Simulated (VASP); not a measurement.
Input of a VASP 6.6.1 run:

File INCAR:

```
PREC = Accurate ; ENCUT = 600
EDIFF = 1E-6 ; ISMEAR = 1
SIGMA = 0.05 ; LREAL = False
LASPH = True ; NELM = 60
ALGO = Normal ; ISIF = 3
LWAVE = False ; LCHARG = False
GGA = PS ; IBRION = 2
NSW = 80 ; EDIFFG = -0.01
```

The input KPOINTS:

```
Automatic mesh
0
Gamma
  11 11 11
```

Contents of POSCAR:

```
HfN
1.0
    0.0000000000      2.2560000000      2.2560000000
    2.2560000000      0.0000000000      2.2560000000
    2.2560000000      2.2560000000      0.0000000000
Hf N
1 1
Direct
    0.0000000000      0.0000000000      0.0000000000
    0.5000000000      0.5000000000      0.5000000000
```

Potentials or basis: VASP PAW PBE potentials, release 64 (Hf_pv, N).

Command:

```sh
$ cat potpaw_PBE.64/Hf_pv/POTCAR potpaw_PBE.64/N/POTCAR > POTCAR
$ mpirun -np 1 vasp_std > vasp.out
```

**Question.** Estimate the relaxed volume.

**Answer.** 11.32 Å³/atom.

**Question.** What does it give for the relaxed cell?

**Answer.** a = 3.175 Å, b = 3.175 Å, c = 3.175 Å, α = 60.00°, β = 60.00°, γ = 60.00°.

**Question.** Estimate the space group after relaxing (to 0.05 Å).

**Answer.** Fm-3m (No. 225).

Step by step:
```csv
step,energy change (eV),largest force (eV/Å),pressure (GPa),volume (Å³)
1,0.0000,0.0000,-4.16,22.96
2,0.0130,0.0000,8.94,21.99
3,-0.0044,0.0000,-0.03,22.63
```

Caveat: the PAW data sets were made with another functional, which shifts forces and pressure a little.
